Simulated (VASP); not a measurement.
Input of a VASP 6.6.1 run:

File INCAR:

```
ALGO = Normal ; DIPOL = 0.5 0.5 0.403
EDIFF = 1E-6 ; ENCUT = 400
GGA = PE ; GGA_COMPAT = F
IDIPOL = 3 ; ISIF = 2
ISMEAR = 0 ; IVDW = 12
LASPH = T ; LCHARG = T
LDIPOL = T ; LELF = T
LREAL = F ; LVACPOTAV = T
LVHAR = T ; LWAVE = F
NBANDS = 48 ; NELM = 120
NELMDL = -8 ; PREC = Accurate
SIGMA = 0.05
```

File KPOINTS:

```
k-points
0
Gamma
  9 9 1
```

File POSCAR:

```
InSe
1.0
    4.0266104108      0.0000000000      0.0000000000
   -2.0133052054      3.4871469069      0.0000000000
    0.0000000000      0.0000000000     28.2707105452
Se In
4 4
Direct
    0.0000000000      0.0000000000      0.1591753413
    0.0000000000      0.0000000000      0.3494487160
    0.2222222222      0.6666666667      0.4566977586
    0.2222222222      0.6666666667      0.6470087950
    0.6666666667      0.3333333333      0.2049716446
    0.6666666667      0.3333333333      0.3038061049
    0.8888888889      1.0000000000      0.5023820710
    0.8888888889      1.0000000000      0.6012141765
```

Potentials or basis: VASP PAW PBE potentials, release 64 (Se, In_d).

Command:

```console
$ cat potpaw_PBE.64/Se/POTCAR potpaw_PBE.64/In_d/POTCAR > POTCAR
$ mpirun -np 1 vasp_std > vasp.out
```

Question: What does it give for the band gap on the k mesh?

Answer: 1.06 eV (least direct gap 1.12 eV).

Question: Predict the dispersion energy per atom.

Answer: -0.259 eV.

Forces in eV/Å, atoms in the order of the input:
```
Se  -0.002  0.000 -0.015
Se  -0.054  0.018  0.016
Se   0.040 -0.020 -0.015
Se   0.000  0.000  0.016
In  -0.005  0.001  0.014
In   0.013 -0.001 -0.015
In   0.006  0.002  0.015
In   0.002 -0.001 -0.015
```

Caveat: the cell differs from its parent crystal (layers slid over each other, then relaxed in part); spin-orbit coupling is left out, which moves the levels of the heavy elements.
